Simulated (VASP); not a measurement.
# Ga in VASP: settings compared

The runs below take Ga through single point, with B3LYP, LDA, r2SCAN.

Everything below comes from runs of VASP 6.6.1. Logs are shortened: lines on timing, memory, paths and dates and some standing lists are left out, and cuts for length are marked.

## 1. The cell of the first run

The structure is orthorhombic, space group Cmcm (No. 63). The conventional cell has a = 2.899 Å, b = 8.090 Å, c = 3.475 Å, α = 90.00°, β = 90.00°, γ = 90.00°. Within 3.8 Å of Ga (site symmetry m2m) lie 10 Ga at 2.85 to 3.47 Å.

## 2. Single point, B3LYP

POSCAR

```
Ga
1.0
    1.4497449284     -4.0449040027      0.0000000000
    1.4497449284      4.0449040027      0.0000000000
    0.0000000000      0.0000000000      3.4747330997
Ga
2
Direct
    0.1396465263      0.8603534737      0.7500000000
    0.8603534737      0.1396465263      0.2500000000
```

INCAR.step1

```
SYSTEM = Ga
PREC = Accurate
ENCUT = 520
EDIFF = 1E-5
ISMEAR = -1
SIGMA = 0.05
LREAL = .FALSE.
LASPH = .TRUE.
NELM = 80
ALGO = Normal
ISIF = 2
LWAVE = .TRUE.
LCHARG = .FALSE.
NBANDS = 20
GGA = PE
```

INCAR.step2

```
SYSTEM = Ga
PREC = Accurate
ENCUT = 520
EDIFF = 1E-6
ISMEAR = -1
SIGMA = 0.05
LREAL = .FALSE.
LASPH = .TRUE.
NELM = 80
ALGO = Normal
ISIF = 2
LWAVE = .FALSE.
LCHARG = .FALSE.
GGA = B3
LHFCALC = .TRUE.
AEXX = 0.2
AGGAX = 0.72
AGGAC = 0.81
ALDAC = 0.19
PRECFOCK = Normal
NBANDS = 20
ISTART = 1
```

KPOINTS

```
regular mesh
0
G
  5 5 4
  0 0 0
```

Potentials or basis: VASP PAW PBE potentials, release 64 (Ga_d).

Started as:

```bash
$ cat potpaw_PBE.64/Ga_d/POTCAR > POTCAR
$ cp INCAR.step1 INCAR
$ mpirun -np 1 vasp_std > vasp.out
$ cp INCAR.step2 INCAR
$ mpirun -np 1 vasp_std > vasp.out
```

OUTCAR:

```text
SYSTEM = Ga
   PREC = Accurate
   ENCUT = 520
   EDIFF = 1E-6
   ISMEAR = -1
   LREAL = .FALSE.
   LASPH = .TRUE.
   NELM = 80
   ISIF = 2
   GGA = B3
   LHFCALC = .TRUE.
   AEXX = 0.2
   PRECFOCK = Normal
   ISTART = 1

 ion  position               nearest neighbor table
   1  0.140  0.860  0.750-   2 2.85   2 2.85   2 2.88   2 2.88   2 2.88   2 2.88
   2  0.860  0.140  0.250-   1 2.85   1 2.85   1 2.88   1 2.88   1 2.88   1 2.88

  LATTYP: Found a base centered orthorhombic cell.
 ALAT       =     2.8994898568
 B/A-ratio  =     2.7900797744
 C/A-ratio  =     1.1983946388

  Lattice vectors:

 A1 = (   1.4497449284,  -4.0449040027,   0.0000000000)
 A2 = (   1.4497449284,   4.0449040027,   0.0000000000)
 A3 = (   0.0000000000,   0.0000000000,   3.4747330997)

Analysis of symmetry for initial positions (statically):
=====================================================================
 Subroutine PRICEL returns:
 Original cell was already a primitive cell.

 Routine SETGRP: Setting up the symmetry group for a
 base centered orthorhombic supercell.

 Subroutine GETGRP returns: Found  8 space group operations
 (whereof  4 operations were pure point group operations)
 out of a pool of  8 trial point group operations.

The static configuration has the point symmetry C_2h.
 The point group associated with its full space group is D_2h.

Analysis of symmetry for dynamics (positions and initial velocities):
=====================================================================
 Subroutine PRICEL returns:
 Original cell was already a primitive cell.

 Routine SETGRP: Setting up the symmetry group for a
 base centered orthorhombic supercell.

 Subroutine GETGRP returns: Found  8 space group operations
 (whereof  4 operations were pure point group operations)
 out of a pool of  8 trial point group operations.

The dynamic configuration has the point symmetry C_2h.
 The point group associated with its full space group is D_2h.

 Subroutine INISYM returns: Found  8 space group operations
 (whereof  4 operations are pure point group operations),
 and found     1 'primitive' translations

----------------------------------------------------------------------------------------

                                     Primitive cell

  volume of cell :      40.7522

  direct lattice vectors                    reciprocal lattice vectors
     1.449744928 -4.044904003  0.000000000     0.344888256 -0.123612328  0.000000000
     1.449744928  4.044904003  0.000000000     0.344888256  0.123612328  0.000000000
     0.000000000  0.000000000  3.474733100     0.000000000  0.000000000  0.287791888

  length of vectors
     4.296860336  4.296860336  3.474733100     0.366371283  0.366371283  0.287791888

  position of ions in fractional coordinates (direct lattice)
     0.139646526  0.860353474  0.750000000
     0.860353474  0.139646526  0.250000000

  ion indices of the primitive-cell ions
   primitive index   ion index
                 1           1
                 2           2

----------------------------------------------------------------------------------------

 KPOINTS: regular mesh

Automatic generation of k-mesh.
 Grid dimensions read from file:
 generate k-points for:    5    5    4

 Generating k-lattice:

  Cartesian coordinates                     Fractional coordinates (reciprocal lattice)
     0.068977651 -0.024722466  0.000000000     0.200000000  0.000000000  0.000000000
     0.068977651  0.024722466  0.000000000     0.000000000  0.200000000  0.000000000
     0.000000000  0.000000000  0.071947972     0.000000000  0.000000000  0.250000000

  Length of vectors
     0.073274257  0.073274257  0.071947972

  Shift w.r.t. Gamma in fractional coordinates (k-lattice)
     0.000000000  0.000000000  0.000000000

 Subroutine IBZKPT returns following result:
 ===========================================

 Found     27 irreducible k-points:

 Following reciprocal coordinates:
            Coordinates               Weight
  0.000000  0.000000  0.000000      1.000000
  0.200000  0.000000  0.000000      4.000000
  0.400000 -0.000000  0.000000      4.000000
  0.200000  0.200000  0.000000      2.000000
  0.400000  0.200000  0.000000      4.000000
 -0.400000  0.200000  0.000000      4.000000
[... 16 lines left out ...]
  0.400000  0.200000  0.500000      4.000000
 -0.400000  0.200000  0.500000      4.000000
 [... further k-points ...]
   k-points           NKPTS =     27   k-points in BZ     NKDIM =    100   number of bands    NBANDS=     20
   number of dos      NEDOS =    301   number of ions     NIONS =      2
   total plane-waves  NPLWV =  28672
   dimension x,y,z NGX =    32 NGY =   32 NGZ =   28
   dimension x,y,z NGXF=    64 NGYF=   64 NGZF=   56
   ions per type =               2
   NGX,Y,Z   is equivalent  to a cutoff of  12.38, 12.38, 13.40 a.u.
   NGXF,Y,Z  is equivalent  to a cutoff of  24.76, 24.76, 26.79 a.u.
 SYSTEM =  Ga
   PREC   = accura    normal or accurate (medium, high low for compatibility)
   ISTART =      1    job   : 0-new  1-cont  2-samecut
   ICHARG =      0    charge: 1-file 2-atom 10-const
   ISPIN  =      1    spin polarized calculation?
   LNONCOLLINEAR =      F non collinear calculations
   LSORBIT =      F    spin-orbit coupling
   LASPH  =      T    aspherical Exc in radial PAW
   ENCUT  =  520.0 eV  38.22 Ry    6.18 a.u.   7.99  7.99  6.46*2*pi/ulx,y,z
   NELM   =     80;   NELMIN=  2; NELMDL=  0     # of ELM steps
   EDIFF  = 0.1E-05   stopping-criterion for ELM
   LREAL  =      F    real-space projection
   EDIFFG = 0.1E-04   stopping-criterion for IOM
   NSW    =      0    number of steps for IOM
   IBRION =     -1    ionic relax: 0-MD 1-quasi-New 2-CG
   NFREE  =      0    steps in history (QN), initial steepest desc. (CG)
   ISIF   =      2    stress and relaxation
   ISYM   =      3    0-nonsym 1-usesym 2-fastsym
   POTIM  = 0.5000    time-step for ionic-motion
   TEBEG  =    0.0;   TEEND  =   0.0 temperature during run
   PSTRESS=    0.0 pullay stress
   NELECT =      26.0000    total number of electrons
   NUPDOWN=      -1.0000    fix difference up-down
   EMIN   =  10.00;   EMAX   =-10.00  energy-range for DOS
   EFERMI =   0.00;   METHOD = LEGACY
   ISMEAR =    -1;   SIGMA  =   0.05  broadening in eV -4-tet -1-fermi 0-gaus
   EFERMI_NEDOS =   21; number of points for ismear=-14 and -15
   IALGO  =     38    algorithm
   IMIX   =      1    mixing-type and parameters
     AMIX     =   0.40;   BMIX     =  1.00
     AMIX_MAG =   1.60;   BMIX_MAG =  1.00
  volume/ion in A,a.u.               =      20.38       137.50
  Fermi-wavevector in a.u.,A,eV,Ry     =   1.409339  2.663265 27.024394  1.986237
  Thomas-Fermi vector in A             =   2.531405
   LORBIT       =      0    0 simple, 1 ext, 2 COOP (PROOUT), +10 PAW based schemes
   GGA     = B3    functional components
   LHFCALC =     T    Hartree Fock is set to
   PRECFOCK=normal    Normal, Fast or Accurate (Low or Medium for compatibility)
   ENCUT4O =  -1.0   cutoff for four orbital integrals eV
   NKREDX  =     1    reduce k-point grid by
   NKREDY  =     1    reduce k-point grid by
   NKREDZ  =     1    reduce k-point grid by
   AEXX    =    0.2000 exact exchange contribution
   HFSCREEN=    0.0000 screening length (either q_TF or 0.3 A-1)
   HFSCREENC=   0.0000 screening length for correlation (either q_TF or 0.3 A-1)
   ENCUTFOCK=  -1.0 apply spherical cutoff to Coloumb kernel
   IVDW    =     0    specifies the selected vdW correction
   LEPSILON=     F    determine dielectric tensor
   LRPA    =     F    only Hartree local field effects (RPA)
 non-spin polarized calculation
  energy-cutoff  :      520.00
  volume of cell :       40.75
 maximum number of plane-waves:      1119
  NGX = 24; NGY = 24; NGZ = 20

 number of electron      26.0000010 magnetization

 Free energy of the ion-electron system (eV)
  ---------------------------------------------------
  ext. energy  EPLUGINS =         0.00000000
  ---------------------------------------------------
  free energy    TOTEN  =        -5.63883559 eV

  energy without entropy =       -5.63580466  energy(sigma->0) =       -5.63732013

 E-fermi :   4.7348     XC(G=0):  -8.4338

 val. band max:        4.6373230581   @ k =   0.4000  -0.0000   0.5000
 cond. band min:       5.6853055216   @ k =   0.4000  -0.0000   0.2500
 fundamental gap:      1.0479824635
 Fermi energy:         4.7347533341

 k-point     1 :       0.0000    0.0000    0.0000
  band No.  band energies     occupation
      1     -12.7505      2.00000
      2     -12.7447      2.00000
      3     -12.6887      2.00000
      4     -12.6757      2.00000
      5     -12.5224      2.00000
      6     -12.5115      2.00000
[... 12 lines left out ...]
     19      16.0607      0.00000
     20      18.1959      0.00000

 k-point     2 :       0.2000    0.0000    0.0000
  band No.  band energies     occupation
      1     -12.7337      2.00000
      2     -12.7023      2.00000
      3     -12.6373      2.00000
      4     -12.5892      2.00000
      5     -12.5686      2.00000
      6     -12.5314      2.00000
[... 12 lines left out ...]
     19      16.6699      0.00000
     20      20.5316      0.00000

 k-point     3 :       0.4000   -0.0000    0.0000
  band No.  band energies     occupation
      1     -12.7152      2.00000
      2     -12.6804      2.00000
      3     -12.6465      2.00000
      4     -12.6100      2.00000
      5     -12.5802      2.00000
      6     -12.4939      2.00000
[... 12 lines left out ...]
     19      15.6991      0.00000
     20      17.5663      0.00000

 k-point     4 :       0.2000    0.2000    0.0000
  band No.  band energies     occupation
      1     -12.7340      2.00000
      2     -12.6642      2.00000
      3     -12.6467      2.00000
      4     -12.6204      2.00000
      5     -12.5584      2.00000
      6     -12.5157      2.00000
[... 429 lines left out ...]
 k-point    23 :       0.4000    0.2000    0.5000
  band No.  band energies     occupation
      1     -12.7039      2.00000
      2     -12.7039      2.00000
      3     -12.6402      2.00000
      4     -12.6402      2.00000
      5     -12.5108      2.00000
      6     -12.5108      2.00000
[... 12 lines left out ...]
     19      17.0787      0.00000
     20      17.0787      0.00000

 k-point    24 :      -0.4000    0.2000    0.5000
  band No.  band energies     occupation
      1     -12.6733      2.00000
      2     -12.6733      2.00000
      3     -12.6055      2.00000
      4     -12.6055      2.00000
      5     -12.5507      2.00000
      6     -12.5507      2.00000
[... 12 lines left out ...]
     19      17.8783      0.00000
     20      17.8783      0.00000

 [... further k-points ...]
[... 5 lines left out ...]
  --------------------------------------------------------------------------------------
  -------------------------------------------------------------------------------------
  Total       -0.0247631     -0.0614104     -0.0201471      0.0000000      0.0000000      0.0000000
  in kB       -0.9735653     -2.4143561     -0.7920858      0.0000000      0.0000000      0.0000000
  external PRESSURE =      -1.3933357 kB  Pullay stress =       0.0000000 kB

 VOLUME and BASIS-vectors are now :
 -----------------------------------------------------------------------------
  energy-cutoff  :      520.00
  volume of cell :       40.75
      direct lattice vectors                 reciprocal lattice vectors
     1.449744928 -4.044904003  0.000000000     0.344888256 -0.123612328  0.000000000
     1.449744928  4.044904003  0.000000000     0.344888256  0.123612328  0.000000000
     0.000000000  0.000000000  3.474733100     0.000000000  0.000000000  0.287791888

 POSITION                                       TOTAL-FORCE (eV/Angst)
 -----------------------------------------------------------------------------------
      1.44974      2.91519      2.60605         0.000000      0.001215      0.000000
      1.44974     -2.91519      0.86868         0.000000     -0.001215      0.000000
 -----------------------------------------------------------------------------------
    total drift:                               -0.000000      0.000001     -0.000000

  FREE ENERGIE OF THE ION-ELECTRON SYSTEM (eV)
  ---------------------------------------------------
  free  energy   TOTEN  =        -5.6388355910 eV

  energy  without entropy=       -5.6358046614  energy(sigma->0) =       -5.63732013
```

Wall time 47 min (1 thread of Intel Xeon Platinum 8259CL at 2.50GHz (Skylake/Cascade Lake), shared host); peak memory 0.19 GiB.

What came out:

* Free energy: -5.6388 eV
* Pressure: -0.1 GPa
* Band gap on the k mesh: zero (bands 13 and 14 overlap by 7.23 eV)

Levels at points of the mesh, in eV from the Fermi level:
```
           k point  band 10  band 11  band 12  band 13  band 14  band 15  band 16  band 17
(0.00, 0.00, 0.00)   -17.08   -11.74    -1.52    -1.51     2.03     6.18     9.35    10.88
(0.00, 0.00, 0.50)   -17.12    -8.32    -8.32     2.52     2.52     3.83     3.83    11.47
```

Caveat: the k points lie up to 0.46 Å⁻¹ apart, too coarse for converged energies and pressures of a metal; the PAW data sets were made with another functional, which shifts forces and pressure a little.

## 3. Single point, LDA

This run uses another cell than the first one, of 18.68 Å³/atom.

INCAR

```
SYSTEM = Ga
PREC = Accurate
ENCUT = 520
EDIFF = 1E-6
ISMEAR = 1
SIGMA = 0.05
LREAL = .False.
LASPH = .True.
NELM = 60
ALGO = Fast
ISIF = 2
LWAVE = .False.
LCHARG = .False.
NBANDS = 20
```

KPOINTS

```
regular mesh
0
Gamma
  13 13 12
  0 0 0
```

POSCAR

```
Ga
1.0
    1.4500000000     -4.0650000000      0.0000000000
    1.4500000000      4.0650000000      0.0000000000
    0.0000000000      0.0000000000      3.1700000000
Ga
2
Direct
    0.1426510000      0.8836200000      0.7521610000
    0.8630400000      0.1461870000      0.2619770000
```

Potentials or basis: VASP PAW LDA potentials, release 64 (Ga_d).

Started as:

```bash
$ cat potpaw_LDA.64/Ga_d/POTCAR > POTCAR
$ mpirun -np 1 vasp_std > vasp.out
```

Wall time 4.7 min (1 thread of Intel Xeon 6975P-C (Granite Rapids), shared host); peak memory 0.63 GiB.

It converged, with:

- Free energy: -7.1066 eV
- Pressure: -3.7 GPa
- Largest force: 0.046 eV/Å
- Band gap on the k mesh: zero (bands 13 and 14 overlap by 8.82 eV)

Forces in eV/Å, atoms in the order of the input:
```
Ga  -0.004 -0.029  0.035
Ga   0.004  0.029 -0.035
```

Stress tensor (GPa, compression positive):
```
-5.83 -0.13  0.00
-0.13 -3.29  0.00
 0.00  0.00 -1.98
```

Levels at points of the mesh, in eV from the Fermi level:
| k point | band 10 | band 11 | band 12 | band 13 | band 14 | band 15 | band 16 | band 17 |
| --- | --- | --- | --- | --- | --- | --- | --- | --- |
| (0.00, 0.00, 0.00) | -14.78 | -11.28 | -2.24 | -1.67 | 2.82 | 6.62 | 7.60 | 8.81 |
| (0.00, 0.00, 0.50) | -14.85 | -7.52 | -7.38 | 1.70 | 1.86 | 2.54 | 2.55 | 10.14 |

Caveat: the cell stands under tension.

(Continued in part 2 of 2.)
